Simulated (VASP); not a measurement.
A run of VASP 6.6.1 is set up as follows.

The input INCAR:

```
SYSTEM = BiSb2O2
  PREC = Accurate
  ENCUT = 600
  EDIFF = 1E-6
  ISMEAR = 0
  SIGMA = 0.1
  LREAL = .FALSE.
  LASPH = .TRUE.
  NELM = 100
  ALGO = Normal
  ISIF = 3
  LWAVE = .FALSE.
  LCHARG = .FALSE.
  GGA = PE
  IBRION = 2
  NSW = 100
  EDIFFG = -0.01
```

File KPOINTS:

```
Automatic mesh
0
G
  10 10 4
  0 0 0
```

POSCAR

```
BiSb2O2
1.0
    4.1770689155      0.0000000000      0.0000000000
    0.0000000000      4.1770689155      0.0000000000
    0.0000000000      0.0000000000      8.7939952388
Sb Bi O
2 1 2
Direct
    0.0000000000      0.0000000000      0.3459426968
    0.0000000000      0.0000000000      0.6540573032
    0.5000000000      0.5000000000      0.0000000000
    0.0000000000      0.5000000000      0.0000000000
    0.5000000000      0.0000000000      0.0000000000
```

Potentials or basis: VASP PAW PBE potentials, release 64 (Sb, Bi_d, O).

Command:

```bash
$ cat potpaw_PBE.64/Sb/POTCAR potpaw_PBE.64/Bi_d/POTCAR potpaw_PBE.64/O/POTCAR > POTCAR
$ mpirun -np 1 vasp_std > vasp.out
```

(1) Predict the band gap on the k mesh.

Answers

(1) zero (an odd number of electrons rules out a gap without spin polarisation).

Caveat: spin-orbit coupling is left out, which moves the levels of the heavy elements; an odd number of electrons without spin polarisation forces a metal; a magnetic or distorted state may lie lower.
